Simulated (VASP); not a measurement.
Gd:

```
Gd
1.0
     3.62900    0.00000    0.00000
    -1.81450    3.14281    0.00000
     0.00000    0.00000    5.79600
Gd
2
Direct
  0.33333 0.66667 0.25000
  0.66667 0.33333 0.75000
```

Base run:

```yaml
Program: VASP 6.6.1
Functional: PBE
Potentials_or_basis: VASP PAW PBE potentials, release 64 (Gd)
Cutoff: 520 eV
k_mesh: 9 × 9 × 5
Occupations: fermi-dirac, width 0.1 eV
Spin: collinear spin, ferromagnetic start
Starting_moments: "[6.62, 6.62] μB"
Fixed_moment: 13.24 μB
Hubbard_terms: Gd f U = 6.4 eV
```

Its results: pressure 1.1 GPa; site moments Gd +6.74 μB.

Q: The run is repeated on the same cell with these changes: fixed moment from 13.24 μB to 18.53 μB; moments at the start from [6.62, 6.62] to [9.26, 9.26]. What comes out?

A: Pressure 4.8 GPa; site moments Gd +7.56 μB.

Caveats: the total moment is fixed, so each spin has its own Fermi level.
